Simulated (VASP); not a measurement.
# Mg4Be5Zn3S12 (P1) in VASP: a series of runs

Runs on Mg4Be5Zn3S12. Level: PBE. Tasks: relaxation of cell and atoms.

All numbers are computed with VASP 6.6.1; they aren't measurements. Logs are shortened: lines on timing, memory, paths and dates and some standing lists are left out, and cuts for length are marked.

### 1 The cell of the first run

The typed cell holds 24 atoms: a = 6.293 Å, b = 8.617 Å, c = 8.617 Å, α = 78.47°, β = 68.58°, γ = 68.58°.

### 2 Relaxation of cell and atoms, PBE

Contents of INCAR:

```
ALGO = Normal ; EDIFF = 1E-7
EDIFFG = -0.04 ; ENCUT = 600
GGA = PE ; IBRION = 2
ISIF = 3 ; ISMEAR = 0
ISYM = 0 ; LASPH = T
LCHARG = F ; LREAL = Auto
LWAVE = F ; NELM = 100
NSW = 70 ; PREC = Accurate
SIGMA = 0.1
```

Contents of KPOINTS:

```
Automatic mesh
0
Gamma
  2 2 2
  0.5 0.5 0.5
```

Contents of POSCAR:

```
Mg4Be5Zn3S12
1.0
    5.4501375000      3.1466383400      0.0000000000
    0.0000000000      6.2932766800      5.8861485000
    5.4501375000     -3.1466383400      5.8861485000
Be Mg S Zn
5 4 12 3
Direct
    0.1621485779      0.4998597035      0.4987623167
    0.6644318718      0.0000624560      0.0016206225
    0.0912550555      0.2507781619      0.2463883301
    0.0823952521      0.9155212688      0.5822037041
    0.5833933408      0.4148271528      0.0829325156
    0.1655040011      0.1678247441      0.8362083514
    0.1732616230      0.8350306667      0.1642540733
    0.6661393435      0.6687442340      0.3318920797
    0.5893775120      0.7479588376      0.7503275662
    0.9797839803      0.3584235627      0.0205733129
    0.9777179095      0.6879020152      0.6878847005
    0.9748378240      0.0221657362      0.3531113190
    0.4746517698      0.5233778824      0.8554331111
    0.4850576161      0.8548043840      0.5210594886
    0.4775583021      0.1903353437      0.1846579579
    0.8921441348      0.4365706971      0.4406184806
    0.8981637243      0.7709049431      0.1093263969
    0.8953383100      0.1049607826      0.7725037811
    0.4049998648      0.6026073905      0.2704777513
    0.3897339889      0.9400879871      0.9399463979
    0.3948849295      0.2704534753      0.6056485728
    0.6738862132      0.3317862906      0.6674392141
    0.0827027960      0.5875135875      0.9153743464
    0.5788851749      0.0899280750      0.4192903084
```

Potentials or basis: VASP PAW PBE potentials, release 64 (Be, Mg, S, Zn).

On the command line:

```
> cat potpaw_PBE.64/Be/POTCAR potpaw_PBE.64/Mg/POTCAR potpaw_PBE.64/S/POTCAR potpaw_PBE.64/Zn/POTCAR > POTCAR
> mpirun -np 1 vasp_std > vasp.out
```

OUTCAR:

```text
EDIFF = 1E-7
   EDIFFG = -0.04
   ENCUT = 600
   GGA = PE
   IBRION = 2
   ISIF = 3
   ISMEAR = 0
   ISYM = 0
   LASPH = T
   LREAL = Auto
   NELM = 100
   NSW = 70
   PREC = Accurate

 ion  position               nearest neighbor table
   1  0.162  0.500  0.499-  16 2.20  11 2.22  21 2.25  19 2.26
   2  0.664  0.000  0.002-  15 2.20  20 2.23  18 2.23  17 2.25
   3  0.091  0.251  0.246-  15 2.17  10 2.22  16 2.24  12 2.26
   4  0.082  0.916  0.582-  11 2.21  12 2.24  18 2.24  14 2.27
   5  0.583  0.415  0.083-  15 2.19  19 2.21  13 2.23  10 2.23
   6  0.166  0.168  0.836-  20 2.20  10 2.21  21 2.22  18 2.23   7 3.60   9 3.65
   7  0.173  0.835  0.164-  20 2.17  12 2.21  17 2.22  19 2.25   9 3.60   8 3.60   6 3.60
   8  0.666  0.669  0.332-  19 2.18  17 2.19  14 2.21  16 2.25   7 3.60   9 3.63
   9  0.589  0.748  0.750-  11 2.18  13 2.22  14 2.23  20 2.25   7 3.60   8 3.63   6 3.65
  10  0.980  0.358  0.021-   6 2.21  23 2.22   3 2.22   5 2.23
  11  0.978  0.688  0.688-   9 2.18  23 2.21   4 2.21   1 2.22
  12  0.975  0.022  0.353-   7 2.21  24 2.22   4 2.24   3 2.26
  13  0.475  0.523  0.855-  23 2.20   9 2.22   5 2.23  22 2.24
  14  0.485  0.855  0.521-   8 2.21   9 2.23  24 2.24   4 2.27
  15  0.478  0.190  0.185-   3 2.17   5 2.19   2 2.20  24 2.25
  16  0.892  0.437  0.441-  22 2.18   1 2.20   3 2.24   8 2.25
  17  0.898  0.771  0.109-   8 2.19   7 2.22  23 2.22   2 2.25
  18  0.895  0.105  0.773-  22 2.19   6 2.23   2 2.23   4 2.24
  19  0.405  0.603  0.270-   8 2.18   5 2.21   7 2.25   1 2.26
  20  0.390  0.940  0.940-   7 2.17   6 2.20   2 2.23   9 2.25
  21  0.395  0.270  0.606-  24 2.16   6 2.22   1 2.25  22 2.26
  22  0.674  0.332  0.667-  16 2.18  18 2.19  13 2.24  21 2.26
  23  0.083  0.588  0.915-  13 2.20  11 2.21  10 2.22  17 2.22
  24  0.579  0.090  0.419-  21 2.16  12 2.22  14 2.24  15 2.25

IMPORTANT INFORMATION: All symmetrisations will be switched off!
NOSYMM: (Re-)initialisation of all symmetry stuff for point group C_1.

----------------------------------------------------------------------------------------

                                     Primitive cell

  volume of cell :     403.7806

  direct lattice vectors                    reciprocal lattice vectors
     5.450137500  3.146638340  0.000000000     0.137611207  0.079449868 -0.084945190
     0.000000000  6.293276680  5.886148500    -0.045870402  0.079449868  0.084945190
     5.450137500 -3.146638340  5.886148500     0.045870402 -0.079449868  0.084945190

  length of vectors
     6.293276699  8.616964404  8.616964418     0.180179941  0.125028239  0.125028239

  position of ions in fractional coordinates (direct lattice)
     0.162148578  0.499859704  0.498762317
     0.664431872  0.000062456  0.001620622
     0.091255055  0.250778162  0.246388330
     0.082395252  0.915521269  0.582203704
     0.583393341  0.414827153  0.082932516
     0.165504001  0.167824744  0.836208351
[... 16 lines left out ...]
     0.082702796  0.587513587  0.915374346
     0.578885175  0.089928075  0.419290308

  ion indices of the primitive-cell ions
   primitive index   ion index
                 1           1
                 2           2
                 3           3
                 4           4
                 5           5
                 6           6
[... 16 lines left out ...]
                23          23
                24          24

----------------------------------------------------------------------------------------

 KPOINTS: Automatic mesh

Automatic generation of k-mesh.
 Grid dimensions read from file:
 generate k-points for:    2    2    2

 Generating k-lattice:

  Cartesian coordinates                     Fractional coordinates (reciprocal lattice)
     0.068805604  0.039724934 -0.042472595     0.500000000  0.000000000  0.000000000
    -0.022935201  0.039724934  0.042472595     0.000000000  0.500000000 -0.000000000
     0.022935201 -0.039724934  0.042472595    -0.000000000 -0.000000000  0.500000000

  Length of vectors
     0.090089970  0.062514119  0.062514119

  Shift w.r.t. Gamma in fractional coordinates (k-lattice)
     0.500000000  0.500000000  0.500000000

 Subroutine IBZKPT returns following result:
 ===========================================

 Found      8 irreducible k-points:

 Following reciprocal coordinates:
            Coordinates               Weight
  0.250000  0.250000  0.250000      2.000000
  0.250000  0.000000  0.000000      2.000000
 -0.250000  0.250000  0.250000      2.000000
 -0.250000  0.500000  0.500000      2.000000
  0.250000 -0.250000  0.250000      2.000000
  0.250000  0.500000  0.000000      2.000000
 -0.250000 -0.250000  0.250000      2.000000
 -0.250000  0.000000  0.500000      2.000000
   k-points           NKPTS =      8   k-points in BZ     NKDIM =      8   number of bands    NBANDS=     76
   number of dos      NEDOS =    301   number of ions     NIONS =     24
   total plane-waves  NPLWV = 245000
   dimension x,y,z NGX =    50 NGY =   70 NGZ =   70
   dimension x,y,z NGXF=   100 NGYF=  140 NGZF=  140
   ions per type =               5   4  12   3
   NGX,Y,Z   is equivalent  to a cutoff of  13.21, 13.51, 13.51 a.u.
   NGXF,Y,Z  is equivalent  to a cutoff of  26.42, 27.01, 27.01 a.u.
 SYSTEM =  unknown system
   PREC   = accura    normal or accurate (medium, high low for compatibility)
   ISTART =      0    job   : 0-new  1-cont  2-samecut
   ICHARG =      2    charge: 1-file 2-atom 10-const
   ISPIN  =      1    spin polarized calculation?
   LNONCOLLINEAR =      F non collinear calculations
   LSORBIT =      F    spin-orbit coupling
   LASPH  =      T    aspherical Exc in radial PAW
   ENCUT  =  600.0 eV  44.10 Ry    6.64 a.u.  12.57 17.21 17.21*2*pi/ulx,y,z
   NELM   =    100;   NELMIN=  2; NELMDL= -5     # of ELM steps
   EDIFF  = 0.1E-06   stopping-criterion for ELM
   LREAL  =      T    real-space projection
   EDIFFG = -.4E-01   stopping-criterion for IOM
   NSW    =     70    number of steps for IOM
   IBRION =      2    ionic relax: 0-MD 1-quasi-New 2-CG
   NFREE  =      1    steps in history (QN), initial steepest desc. (CG)
   ISIF   =      3    stress and relaxation
   ISYM   =      0    0-nonsym 1-usesym 2-fastsym
   POTIM  = 0.5000    time-step for ionic-motion
   TEBEG  =    0.0;   TEEND  =   0.0 temperature during run
   PSTRESS=    0.0 pullay stress
   NELECT =     126.0000    total number of electrons
   NUPDOWN=      -1.0000    fix difference up-down
   EMIN   =  10.00;   EMAX   =-10.00  energy-range for DOS
   EFERMI =   0.00;   METHOD = LEGACY
   ISMEAR =     0;   SIGMA  =   0.10  broadening in eV -4-tet -1-fermi 0-gaus
   EFERMI_NEDOS =   21; number of points for ismear=-14 and -15
   IALGO  =     38    algorithm
   IMIX   =      4    mixing-type and parameters
     AMIX     =   0.40;   BMIX     =  1.00
     AMIX_MAG =   1.60;   BMIX_MAG =  1.00
  volume/ion in A,a.u.               =      16.82       113.54
  Fermi-wavevector in a.u.,A,eV,Ry     =   1.110410  2.098370 16.776110  1.233009
  Thomas-Fermi vector in A             =   2.246961
   LORBIT       =      0    0 simple, 1 ext, 2 COOP (PROOUT), +10 PAW based schemes
   GGA     = PE    functional components
   LHFCALC =     F    Hartree Fock is set to
   AEXX    =    0.0000 exact exchange contribution
   IVDW    =     0    specifies the selected vdW correction
   LEPSILON=     F    determine dielectric tensor
   LRPA    =     F    only Hartree local field effects (RPA)
 conjugate gradient relaxation of ions
 non-spin polarized calculation
 Gauss-broadening in eV      SIGMA  =   0.10
  energy-cutoff  :      600.00
  volume of cell :      403.78
 maximum number of plane-waves:     13489
 NGX is ok and might be reduce to    50
   NGX = 25   NGY = 35   NGZ = 35

--------------------------------------- Ionic step        1  -------------------------------------------

 number of electron     126.0000018 magnetization

 Free energy of the ion-electron system (eV)
  ---------------------------------------------------
  ext. energy  EPLUGINS =         0.00000000
  ---------------------------------------------------
  free energy    TOTEN  =       -98.02403136 eV

  energy without entropy =      -98.02403136  energy(sigma->0) =      -98.02403136

 E-fermi :   3.5343     XC(G=0):  -9.5705

 val. band max:        3.0324337575   @ k =   0.2500   0.2500   0.2500
 cond. band min:       7.1704529856   @ k =   0.2500   0.0000   0.0000
 fundamental gap:      4.1380192281
 Fermi energy:         3.5342833615

 k-point     1 :       0.2500    0.2500    0.2500
  band No.  band energies     occupation
      1      -9.8140      2.00000
      2      -9.0920      2.00000
      3      -8.9656      2.00000
      4      -8.8510      2.00000
      5      -8.7684      2.00000
      6      -8.7169      2.00000
[... 613 lines left out ...]
     74       8.9265      0.00000
     75       9.0050      0.00000
 [bands above 75 left out]

------------------------ aborting loop because EDIFF is reached ----------------------------------------

  FORCE on cell =-STRESS in cart. coord.  units (eV):
  Direction    XX          YY          ZZ          XY          YZ          ZX
  --------------------------------------------------------------------------------------
  -------------------------------------------------------------------------------------
  Total       28.3897777     31.0440592     33.1012706      1.0260015     -1.0456954     -0.4744789
  in kB      112.6489322    123.1809617    131.3438531      4.0711124     -4.1492567     -1.8827038
  external PRESSURE =     122.3912490 kB  Pullay stress =       0.0000000 kB
[... 155 lines left out ...]
  FREE ENERGIE OF THE ION-ELECTRON SYSTEM (eV)
  ---------------------------------------------------
  free  energy   TOTEN  =      -102.3461422984 eV

  energy  without entropy=     -102.3461422984  energy(sigma->0) =     -102.34614230

[... ionic steps 4 to 14 ...]

--------------------------------------- Ionic step       15  -------------------------------------------

 number of electron     126.0000006 magnetization

------------------------ aborting loop because EDIFF is reached ----------------------------------------
[... 111 lines left out ...]
--------------------------------------- Ionic step       17  -------------------------------------------

 number of electron     126.0000004 magnetization

 Free energy of the ion-electron system (eV)
  ---------------------------------------------------
  ext. energy  EPLUGINS =         0.00000000
  ---------------------------------------------------
  free energy    TOTEN  =      -103.59131819 eV

  energy without entropy =     -103.59131819  energy(sigma->0) =     -103.59131819

 E-fermi :   2.7079     XC(G=0):  -9.1767

 val. band max:        2.2471953618   @ k =   0.2500   0.0000   0.0000
 cond. band min:       6.1618783693   @ k =   0.2500   0.0000   0.0000
 fundamental gap:      3.9146830075
 Fermi energy:         2.7078843425

 k-point     1 :       0.2500    0.2500    0.2500
  band No.  band energies     occupation
      1     -10.1355      2.00000
      2      -9.5470      2.00000
      3      -9.4176      2.00000
      4      -9.2649      2.00000
      5      -9.1897      2.00000
      6      -9.1639      2.00000
[... 613 lines left out ...]
     74       7.9516      0.00000
     75       8.0184      0.00000
 [bands above 75 left out]

------------------------ aborting loop because EDIFF is reached ----------------------------------------

  FORCE on cell =-STRESS in cart. coord.  units (eV):
  Direction    XX          YY          ZZ          XY          YZ          ZX
  --------------------------------------------------------------------------------------
  -------------------------------------------------------------------------------------
  Total        0.0314153      0.0173433     -0.0083800      0.0347036      0.0158091      0.0016926
  in kB        0.1134724      0.0626444     -0.0302686      0.1253498      0.0571026      0.0061135
  external PRESSURE =       0.0486160 kB  Pullay stress =       0.0000000 kB
[... 39 lines left out ...]
  FREE ENERGIE OF THE ION-ELECTRON SYSTEM (eV)
  ---------------------------------------------------
  free  energy   TOTEN  =      -103.5913181868 eV

  energy  without entropy=     -103.5913181868  energy(sigma->0) =     -103.59131819

 reached required accuracy - stopping structural energy minimisation
```

It took 53 min on 1 thread of Intel Xeon 6975P-C (Granite Rapids), shared host; peak memory 0.71 GiB.

Results:

```yaml
Free_energy: -103.5913 eV
Relaxed_volume: 18.48 Å³/atom
Relaxed_cell: a = 6.475 Å, b = 8.905 Å, c = 8.895 Å, α = 78.41°, β = 68.66°, γ = 68.65°
Space_group_after_relaxing_to_0.1_Å: P1 (No. 1)
Energy_gained_by_relaxing: 232.0 meV/atom
Ionic_steps: 17
Pressure_after_relaxing: 0.0 GPa
Largest_force_after_relaxing: 0.024 eV/Å
Band_gap_on_the_k_mesh: 3.91 eV
```

Forces on the atoms (eV/Å):
```
Be  -0.006  0.001  0.004
Be  -0.012  0.003 -0.002
Be   0.010  0.009 -0.009
Be   0.006 -0.016 -0.002
Be  -0.011 -0.004  0.014
Mg   0.004  0.005  0.007
Mg   0.006  0.015 -0.007
Mg  -0.002 -0.005 -0.017
Mg   0.006  0.004 -0.012
S    0.004  0.000  0.006
S    0.010  0.004  0.021
S    0.005 -0.006 -0.003
S   -0.002  0.002 -0.007
S   -0.003  0.007 -0.012
S    0.009  0.004  0.019
S   -0.008 -0.005 -0.005
S   -0.011 -0.001 -0.001
S    0.009 -0.005  0.006
S   -0.011 -0.009  0.013
S   -0.005 -0.001 -0.003
S   -0.005  0.003  0.007
Zn   0.004 -0.006 -0.005
Zn   0.006  0.007 -0.008
Zn  -0.003 -0.005 -0.005
```

Step by step:
```
step  energy change (eV)  largest force (eV/Å)  pressure (GPa)  volume (Å³)
   1              0.0000                3.6652           12.24       403.78
   2             -4.2274                1.0036           -4.74       483.63
   3             -4.3221                1.2425           -3.14       471.19
   4             -5.1679                0.6314           -1.45       455.31
   5             -5.4093                0.6402            0.51       441.52
   6             -5.4106                0.6181            0.35       442.48
   7             -5.5015                0.4013            0.07       443.57
   8             -5.5318                0.2493           -0.17       444.65
   9             -5.5503                0.1274            0.05       443.23
  10             -5.5511                0.1017            0.11       442.88
  11             -5.5571                0.0790           -0.01       443.70
  12             -5.5594                0.1078           -0.16       444.65
  13             -5.5636                0.0508            0.04       443.40
  14             -5.5640                0.0614            0.12       442.91
  15             -5.5662                0.0418           -0.04       443.88
  16             -5.5662                0.0403           -0.07       444.01
  17             -5.5673                0.0240            0.00       443.57
```

Final structure:
```yaml
crystal:
  lattice:
    - [5.60665, 3.23880, 0.00095]
    - [-0.00930, 6.49553, 6.09158]
    - [5.61447, -3.25033, 6.08598]
  atoms:
    - { symbol: Be, position: [0.17978, 0.49827, 0.49247] }
    - { symbol: Be, position: [0.66298, 0.00721, 0.99568] }
    - { symbol: Be, position: [0.08711, 0.25274, 0.25724] }
    - { symbol: Be, position: [0.08096, 0.92018, 0.58168] }
    - { symbol: Be, position: [0.57564, 0.40471, 0.09388] }
    - { symbol: Mg, position: [0.15448, 0.17296, 0.83751] }
    - { symbol: Mg, position: [0.16621, 0.83619, 0.17380] }
    - { symbol: Mg, position: [0.66808, 0.65755, 0.32885] }
    - { symbol: Mg, position: [0.59798, 0.74674, 0.74613] }
    - { symbol: S, position: [0.94571, 0.35776, 0.05523] }
    - { symbol: S, position: [0.02169, 0.68703, 0.65706] }
    - { symbol: S, position: [0.98271, 0.04038, 0.37000] }
    - { symbol: S, position: [0.48962, 0.50520, 0.87698] }
    - { symbol: S, position: [0.44759, 0.86921, 0.52046] }
    - { symbol: S, position: [0.47151, 0.19258, 0.16972] }
    - { symbol: S, position: [0.93532, 0.42584, 0.43822] }
    - { symbol: S, position: [0.87583, 0.79537, 0.08962] }
    - { symbol: S, position: [0.88714, 0.08076, 0.77315] }
    - { symbol: S, position: [0.38810, 0.57479, 0.27139] }
    - { symbol: S, position: [0.41944, 0.94555, 0.94251] }
    - { symbol: S, position: [0.38396, 0.29417, 0.59565] }
    - { symbol: Zn, position: [0.67732, 0.32738, 0.66783] }
    - { symbol: Zn, position: [0.08144, 0.58388, 0.91481] }
    - { symbol: Zn, position: [0.57766, 0.09599, 0.40807] }
```

Levels at points of the mesh, in eV from the valence-band top:
| k point | band 60 | band 61 | band 62 | band 63 | band 64 | band 65 | band 66 | band 67 |
| --- | --- | --- | --- | --- | --- | --- | --- | --- |
| (0.25, 0.25, 0.25) | -0.56 | -0.48 | -0.09 | 0.00 | 4.08 | 4.25 | 4.46 | 4.50 |

Caveat: the k points lie up to 0.55 Å⁻¹ apart in the final cell; a shifted mesh leaves out Γ, where band edges can lie. A k mesh can miss the band edges.

[end of part 1 of 2]
